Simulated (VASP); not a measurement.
## Ru: single point with PBE

Crystal: Ru.

```xyz
1
Lattice="0.0000 1.7599 2.0538 1.7599 0.0000 2.0538 1.7599 1.7599 0.0000" Properties=species:S:1:pos:R:3 pbc="T T T"
Ru    0.0000    0.0000    0.0000
```

This cell differs from its parent crystal: volume 12.722 Å^3 an atom, c/a of the conventional cell 1.1670.

```
Program                : VASP 6.6.1
Task                   : single point
Functional             : PBE
Potentials or basis    : VASP PAW PBE potentials, release 64 (Ru_pv)
Cutoff                 : 520 eV
k mesh                 : 22 × 22 × 22
Occupations            : gaussian, width 0.15 eV
Spin                   : no spin polarisation
Dipole correction      : no
Further INCAR settings : ALGO = Fast; EDIFF = 1e-07; NBANDS = 13
```

```yaml
Pressure: 36.2 GPa
Band_gap_on_the_k_mesh: zero (band 7 reaches 16.14 eV, above the bottom of band 8 at 12.20 eV)
```

Stress tensor (GPa, compression positive):
```
54.63  0.00  0.00
 0.00 54.63  0.00
 0.00  0.00 -0.65
```

Levels at points of the mesh, in eV from the Fermi level:
| k point | band 5 | band 6 | band 7 | band 8 | band 9 | band 10 |
| --- | --- | --- | --- | --- | --- | --- |
| (0.00, 0.00, 0.00) | -4.26 | -2.01 | -2.01 | -1.75 | 1.04 | 10.47 |
| (0.50, 0.00, 0.00) | -3.96 | -2.00 | 1.11 | 1.45 | 2.25 | 10.47 |
| (0.50, 0.50, 0.00) | -6.51 | 1.70 | 2.09 | 2.30 | 2.30 | 10.47 |
| (0.50, 0.00, 0.50) | -6.42 | 1.28 | 1.50 | 3.55 | 5.10 | 10.47 |

Wall time 2 min on 1 thread of Intel(R) Xeon(R) Platinum 8259CL CPU @ 2.50GHz (Skylake/Cascade Lake), with other jobs on the host, peak memory 0.24 GiB.
